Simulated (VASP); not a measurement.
# InAs (zincblende type) (F-43m) in VASP: further runs

Runs on InAs (zincblende type). Level: LDA. Tasks: single point.

All numbers are computed with VASP 6.6.1; they aren't measurements. Logs are shortened: lines on timing, memory, paths and dates and some standing lists are left out, and cuts for length are marked.

### Step 1. The cell of the first run

Symmetry: F-43m, No. 216, cubic system. The conventional cell has a = 5.775 Å, b = 5.775 Å, c = 5.775 Å, α = 90.00°, β = 90.00°, γ = 90.00°. In (site symmetry -43m) has 4 As at 2.50 Å within 3.3 Å. As (site symmetry -43m) has 4 In at 2.50 Å within 3.3 Å.

### Step 2. Single point, LDA (volume scaled by 0.88)

INCAR reads:

```
SYSTEM = InAs
  ALGO = Normal
  EDIFF = 1E-6
  ENCUT = 520
  GGA = CA
  ISIF = 2
  ISMEAR = -1
  LASPH = .TRUE.
  LCHARG = .FALSE.
  LREAL = .FALSE.
  LWAVE = .FALSE.
  NBANDS = 16
  NELM = 80
  PREC = Accurate
  SIGMA = 0.08
```

KPOINTS reads:

```
k-points
0
G
  11 11 11
  0 0 0
```

POSCAR reads:

```
InAs
1.0
    0.0000000000      2.8877328299      2.8877328299
    2.8877328299      0.0000000000      2.8877328299
    2.8877328299      2.8877328299      0.0000000000
In As
1 1
Direct
    0.0000000000      0.0000000000      0.0000000000
    0.2500000000      0.2500000000      0.2500000000
```

Potentials or basis: VASP PAW LDA potentials, release 64 (In_d, As).

Run with:

```bash
$ cat potpaw_LDA.64/In_d/POTCAR potpaw_LDA.64/As/POTCAR > POTCAR
$ mpirun -np 1 vasp_std > vasp.out
```

OUTCAR:

```text
SYSTEM = InAs
   EDIFF = 1E-6
   ENCUT = 520
   GGA = CA
   ISIF = 2
   ISMEAR = -1
   LASPH = .TRUE.
   LREAL = .FALSE.
   NELM = 80
   PREC = Accurate

 ion  position               nearest neighbor table
   1  0.000  0.000  0.000-   2 2.50   2 2.50   2 2.50   2 2.50
   2  0.250  0.250  0.250-   1 2.50   1 2.50   1 2.50   1 2.50

  LATTYP: Found a face centered cubic cell.
 ALAT       =     5.7754656598

  Lattice vectors:

 A1 = (   0.0000000000,   2.8877328299,   2.8877328299)
 A2 = (   2.8877328299,   0.0000000000,   2.8877328299)
 A3 = (   2.8877328299,   2.8877328299,   0.0000000000)

Analysis of symmetry for initial positions (statically):
=====================================================================
 Subroutine PRICEL returns:
 Original cell was already a primitive cell.

 Routine SETGRP: Setting up the symmetry group for a
 face centered cubic supercell.

 Subroutine GETGRP returns: Found 24 space group operations
 (whereof 24 operations were pure point group operations)
 out of a pool of 48 trial point group operations.

The static configuration has the point symmetry T_d .

Analysis of symmetry for dynamics (positions and initial velocities):
=====================================================================
 Subroutine PRICEL returns:
 Original cell was already a primitive cell.

 Routine SETGRP: Setting up the symmetry group for a
 face centered cubic supercell.

 Subroutine GETGRP returns: Found 24 space group operations
 (whereof 24 operations were pure point group operations)
 out of a pool of 48 trial point group operations.

The dynamic configuration has the point symmetry T_d .

 Subroutine INISYM returns: Found 24 space group operations
 (whereof 24 operations are pure point group operations),
 and found     1 'primitive' translations

----------------------------------------------------------------------------------------

                                     Primitive cell

  volume of cell :      48.1616

  direct lattice vectors                    reciprocal lattice vectors
     0.000000000  2.887732830  2.887732830    -0.173146212  0.173146212  0.173146212
     2.887732830  0.000000000  2.887732830     0.173146212 -0.173146212  0.173146212
     2.887732830  2.887732830  0.000000000     0.173146212  0.173146212 -0.173146212

  length of vectors
     4.083870933  4.083870933  4.083870933     0.299898036  0.299898036  0.299898036

  position of ions in fractional coordinates (direct lattice)
     0.000000000  0.000000000  0.000000000
     0.250000000  0.250000000  0.250000000

  ion indices of the primitive-cell ions
   primitive index   ion index
                 1           1
                 2           2

----------------------------------------------------------------------------------------

 KPOINTS: k-points

Automatic generation of k-mesh.
 Grid dimensions read from file:
 generate k-points for:   11   11   11

 Generating k-lattice:

  Cartesian coordinates                     Fractional coordinates (reciprocal lattice)
    -0.015740565  0.015740565  0.015740565     0.090909091  0.000000000  0.000000000
     0.015740565 -0.015740565  0.015740565     0.000000000  0.090909091  0.000000000
     0.015740565  0.015740565 -0.015740565     0.000000000  0.000000000  0.090909091

  Length of vectors
     0.027263458  0.027263458  0.027263458

  Shift w.r.t. Gamma in fractional coordinates (k-lattice)
     0.000000000  0.000000000  0.000000000

 Subroutine IBZKPT returns following result:
 ===========================================

 Found     56 irreducible k-points:

 Following reciprocal coordinates:
            Coordinates               Weight
  0.000000  0.000000  0.000000      1.000000
  0.090909  0.000000  0.000000      8.000000
  0.181818  0.000000  0.000000      8.000000
  0.272727  0.000000  0.000000      8.000000
  0.363636  0.000000  0.000000      8.000000
  0.454545  0.000000  0.000000      8.000000
[... 16 lines left out ...]
 -0.272727  0.181818  0.000000     24.000000
 -0.181818  0.181818  0.000000     12.000000
 [... further k-points ...]
   k-points           NKPTS =     56   k-points in BZ     NKDIM =     56   number of bands    NBANDS=     16
   number of dos      NEDOS =    301   number of ions     NIONS =      2
   total plane-waves  NPLWV =  27000
   dimension x,y,z NGX =    30 NGY =   30 NGZ =   30
   dimension x,y,z NGXF=    60 NGYF=   60 NGZF=   60
   ions per type =               1   1
   NGX,Y,Z   is equivalent  to a cutoff of  12.21, 12.21, 12.21 a.u.
   NGXF,Y,Z  is equivalent  to a cutoff of  24.42, 24.42, 24.42 a.u.
 SYSTEM =  InAs
   PREC   = accura    normal or accurate (medium, high low for compatibility)
   ISTART =      0    job   : 0-new  1-cont  2-samecut
   ICHARG =      2    charge: 1-file 2-atom 10-const
   ISPIN  =      1    spin polarized calculation?
   LNONCOLLINEAR =      F non collinear calculations
   LSORBIT =      F    spin-orbit coupling
   LASPH  =      T    aspherical Exc in radial PAW
   ENCUT  =  520.0 eV  38.22 Ry    6.18 a.u.   7.59  7.59  7.59*2*pi/ulx,y,z
   NELM   =     80;   NELMIN=  2; NELMDL= -5     # of ELM steps
   EDIFF  = 0.1E-05   stopping-criterion for ELM
   LREAL  =      F    real-space projection
   EDIFFG = 0.1E-04   stopping-criterion for IOM
   NSW    =      0    number of steps for IOM
   IBRION =     -1    ionic relax: 0-MD 1-quasi-New 2-CG
   NFREE  =      0    steps in history (QN), initial steepest desc. (CG)
   ISIF   =      2    stress and relaxation
   ISYM   =      2    0-nonsym 1-usesym 2-fastsym
   POTIM  = 0.5000    time-step for ionic-motion
   TEBEG  =    0.0;   TEEND  =   0.0 temperature during run
   PSTRESS=    0.0 pullay stress
   NELECT =      18.0000    total number of electrons
   NUPDOWN=      -1.0000    fix difference up-down
   EMIN   =  10.00;   EMAX   =-10.00  energy-range for DOS
   EFERMI =   0.00;   METHOD = LEGACY
   ISMEAR =    -1;   SIGMA  =   0.08  broadening in eV -4-tet -1-fermi 0-gaus
   EFERMI_NEDOS =   21; number of points for ismear=-14 and -15
   IALGO  =     38    algorithm
   IMIX   =      4    mixing-type and parameters
     AMIX     =   0.40;   BMIX     =  1.00
     AMIX_MAG =   1.60;   BMIX_MAG =  1.00
  volume/ion in A,a.u.               =      24.08       162.51
  Fermi-wavevector in a.u.,A,eV,Ry     =   1.179230  2.228422 18.920048  1.390584
  Thomas-Fermi vector in A             =   2.315545
   LORBIT       =      0    0 simple, 1 ext, 2 COOP (PROOUT), +10 PAW based schemes
   GGA     = CA    functional components
   LHFCALC =     F    Hartree Fock is set to
   AEXX    =    0.0000 exact exchange contribution
   IVDW    =     0    specifies the selected vdW correction
   LEPSILON=     F    determine dielectric tensor
   LRPA    =     F    only Hartree local field effects (RPA)
 non-spin polarized calculation
  energy-cutoff  :      520.00
  volume of cell :       48.16
 maximum number of plane-waves:      1313
   NGX = 15   NGY = 15   NGZ = 15

 number of electron      18.0000006 magnetization

 Free energy of the ion-electron system (eV)
  ---------------------------------------------------
  ext. energy  EPLUGINS =         0.00000000
  ---------------------------------------------------
  free energy    TOTEN  =        -8.83207550 eV

  energy without entropy =       -8.83178635  energy(sigma->0) =       -8.83193092

 E-fermi :   6.1314     XC(G=0): -10.0151

 val. band max:        5.8785313809   @ k =   0.0000   0.0000   0.0000
 cond. band min:       6.1895581468   @ k =   0.0000   0.0000   0.0000
 fundamental gap:      0.3110267659
 Fermi energy:         6.1313744483

 k-point     1 :       0.0000    0.0000    0.0000
  band No.  band energies     occupation
      1      -8.8542      2.00000
      2      -8.8542      2.00000
      3      -8.8542      2.00000
      4      -8.6559      2.00000
      5      -8.6559      2.00000
      6      -7.0305      2.00000
[... 8 lines left out ...]
     15      15.9615      0.00000
     16      15.9615      0.00000

 k-point     2 :       0.0909    0.0000    0.0000
  band No.  band energies     occupation
      1      -8.8764      2.00000
      2      -8.8490      2.00000
      3      -8.8490      2.00000
      4      -8.6562      2.00000
      5      -8.6562      2.00000
      6      -6.9174      2.00000
[... 8 lines left out ...]
     15      15.1144      0.00000
     16      15.1144      0.00000

 k-point     3 :       0.1818    0.0000    0.0000
  band No.  band energies     occupation
      1      -8.9303      2.00000
      2      -8.8358      2.00000
      3      -8.8358      2.00000
      4      -8.6561      2.00000
      5      -8.6561      2.00000
      6      -6.5964      2.00000
[... 8 lines left out ...]
     15      14.5607      0.00000
     16      14.5871      0.00000

 k-point     4 :       0.2727    0.0000    0.0000
  band No.  band energies     occupation
      1      -8.9916      2.00000
      2      -8.8207      2.00000
      3      -8.8207      2.00000
      4      -8.6536      2.00000
      5      -8.6536      2.00000
      6      -6.1142      2.00000
[... 8 lines left out ...]
     15      14.7022      0.00000
     16      14.7022      0.00000

 k-point     5 :       0.3636    0.0000    0.0000
  band No.  band energies     occupation
      1      -9.0415      2.00000
      2      -8.8096      2.00000
      3      -8.8096      2.00000
      4      -8.6483      2.00000
      5      -8.6483      2.00000
      6      -5.5587      2.00000
[... 8 lines left out ...]
     15      15.5540      0.00000
     16      15.5540      0.00000

 k-point     6 :       0.4545    0.0000    0.0000
  band No.  band energies     occupation
      1      -9.0692      2.00000
      2      -8.8044      2.00000
      3      -8.8044      2.00000
      4      -8.6436      2.00000
      5      -8.6436      2.00000
      6      -5.1283      2.00000
[... 8 lines left out ...]
     15      16.7524      0.00000
     16      16.7524      0.00000
[... 267 lines left out ...]
 k-point    21 :      -0.4545    0.1818    0.0000
  band No.  band energies     occupation
      1      -9.0876      2.00000
      2      -8.7913      2.00000
      3      -8.7779      2.00000
      4      -8.6632      2.00000
      5      -8.6424      2.00000
      6      -4.8159      2.00000
[... 8 lines left out ...]
     15      16.5576      0.00000
     16      16.6241      0.00000

 k-point    22 :      -0.3636    0.1818    0.0000
  band No.  band energies     occupation
      1      -9.0772      2.00000
      2      -8.7939      2.00000
      3      -8.7840      2.00000
      4      -8.6547      2.00000
      5      -8.6524      2.00000
      6      -4.9763      2.00000
[... 8 lines left out ...]
     15      15.3698      0.00000
     16      16.6587      0.00000

 k-point    23 :      -0.2727    0.1818    0.0000
  band No.  band energies     occupation
      1      -9.0490      2.00000
      2      -8.7988      2.00000
      3      -8.7967      2.00000
      4      -8.6613      2.00000
      5      -8.6503      2.00000
      6      -5.4465      2.00000
[... 8 lines left out ...]
     15      16.0426      0.00000
     16      17.5768      0.00000

 k-point    24 :      -0.1818    0.1818    0.0000
  band No.  band energies     occupation
      1      -9.0085      2.00000
      2      -8.8140      2.00000
      3      -8.8078      2.00000
      4      -8.6643      2.00000
      5      -8.6495      2.00000
      6      -5.9567      2.00000
[... 8 lines left out ...]
     15      15.7553      0.00000
     16      16.6859      0.00000

 [... further k-points ...]
[... 5 lines left out ...]
  --------------------------------------------------------------------------------------
  -------------------------------------------------------------------------------------
  Total        3.1874821      3.1874821      3.1874821     -0.0000000     -0.0000000     -0.0000000
  in kB      106.0369691    106.0369691    106.0369691     -0.0000000     -0.0000000     -0.0000000
  external PRESSURE =     106.0369691 kB  Pullay stress =       0.0000000 kB

 VOLUME and BASIS-vectors are now :
 -----------------------------------------------------------------------------
  energy-cutoff  :      520.00
  volume of cell :       48.16
      direct lattice vectors                 reciprocal lattice vectors
     0.000000000  2.887732830  2.887732830    -0.173146212  0.173146212  0.173146212
     2.887732830  0.000000000  2.887732830     0.173146212 -0.173146212  0.173146212
     2.887732830  2.887732830  0.000000000     0.173146212  0.173146212 -0.173146212

 POSITION                                       TOTAL-FORCE (eV/Angst)
 -----------------------------------------------------------------------------------
      0.00000      0.00000      0.00000        -0.000000     -0.000000      0.000000
      1.44387      1.44387      1.44387         0.000000      0.000000     -0.000000
 -----------------------------------------------------------------------------------
    total drift:                               -0.000000     -0.000000     -0.000000

  FREE ENERGIE OF THE ION-ELECTRON SYSTEM (eV)
  ---------------------------------------------------
  free  energy   TOTEN  =        -8.8320754983 eV

  energy  without entropy=       -8.8317863504  energy(sigma->0) =       -8.83193092
```

Run time: 26 s. Hardware: 1 thread of Intel Xeon Platinum 8559C (Emerald Rapids), shared host; peak memory 0.17 GiB.

Results:

- Free energy: -8.8321 eV
- Pressure: 10.6 GPa
- Band gap on the k mesh: 0.31 eV, direct

Caveat: spin-orbit coupling is left out, which moves the levels of the heavy elements.

### Step 3. Single point, LDA (volume scaled by 0.88)

INCAR reads:

```
ALGO     = Normal         # electronic algorithm
EDIFF    = 1E-6           # SCF threshold, eV
ENCUT    = 520            # plane-wave cutoff, eV
ISIF     = 2              # what is computed and relaxed
ISMEAR   = -1             # smearing method
LASPH    = T              # aspherical terms in the spheres
LCHARG   = T              # write CHGCAR
LELF     = T              # ELF
LREAL    = F              # projectors in reciprocal space
LVHAR    = T            
LWAVE    = F              # write WAVECAR
NBANDS   = 16             # bands
NELM     = 80             # most SCF steps
PREC     = Accurate       # precision mode
SIGMA    = 0.08           # smearing width, eV
```

KPOINTS reads:

```
k-points
0
Gamma
  11 11 11
```

POSCAR is that of step 2.

Potentials or basis: VASP PAW LDA potentials, release 64 (In_d, As).

Run with:

```bash
$ cat potpaw_LDA.64/In_d/POTCAR potpaw_LDA.64/As/POTCAR > POTCAR
$ mpirun -np 1 vasp_std > vasp.out
```

It took 26 s on 1 thread of Intel Xeon Platinum 8559C (Emerald Rapids), shared host; peak memory 0.17 GiB.

It converged, with:

- Free energy: -8.8321 eV
- Pressure: 10.6 GPa
- Band gap on the k mesh: 0.31 eV, direct

Levels at points of the mesh, in eV from the valence-band top:
| k point | band 5 | band 6 | band 7 | band 8 | band 9 | band 10 | band 11 | band 12 | band 13 | band 14 |
| --- | --- | --- | --- | --- | --- | --- | --- | --- | --- | --- |
| (0.00, 0.00, 0.00) | -14.53 | -12.91 | 0.00 | 0.00 | 0.00 | 0.31 | 3.86 | 3.86 | 3.86 | 7.79 |

Caveat: spin-orbit coupling is left out, which moves the levels of the heavy elements.

(Continued in part 2 of 2.)
